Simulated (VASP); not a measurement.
The system is TePb.

```xyz
2
Lattice="4.0054 0.0000 0.0000 0.0000 4.0054 0.0000 0.0000 0.0000 4.0054" Properties=species:S:1:pos:R:3 pbc="T T T"
Pb    0.0000    0.0000    0.0000
Te    2.0027    2.0027    2.0027
```

Base run:

- Program: VASP 6.6.1
- Functional: r2SCAN
- Potentials or basis: VASP PAW PBE potentials, release 64 (Pb_d, Te)
- Cutoff: 520 eV
- k mesh: 8 × 8 × 8
- Occupations: gaussian, width 0.05 eV
- Spin: no spin polarisation

Its results: band gap on the k mesh zero (band 10 reaches 6.43 eV, above the bottom of band 11 at 5.34 eV); pressure -0.4 GPa.

Question: The run is repeated on the same cell with these changes: functional from r2SCAN to PBEsol. What comes out?

Answer: Band gap on the k mesh zero (band 10 reaches 6.44 eV, above the bottom of band 11 at 5.12 eV); pressure -2.8 GPa.

Caveats: the PAW data sets were made with another functional, which shifts forces and pressure a little; spin-orbit coupling is left out, which moves the levels of the heavy elements.
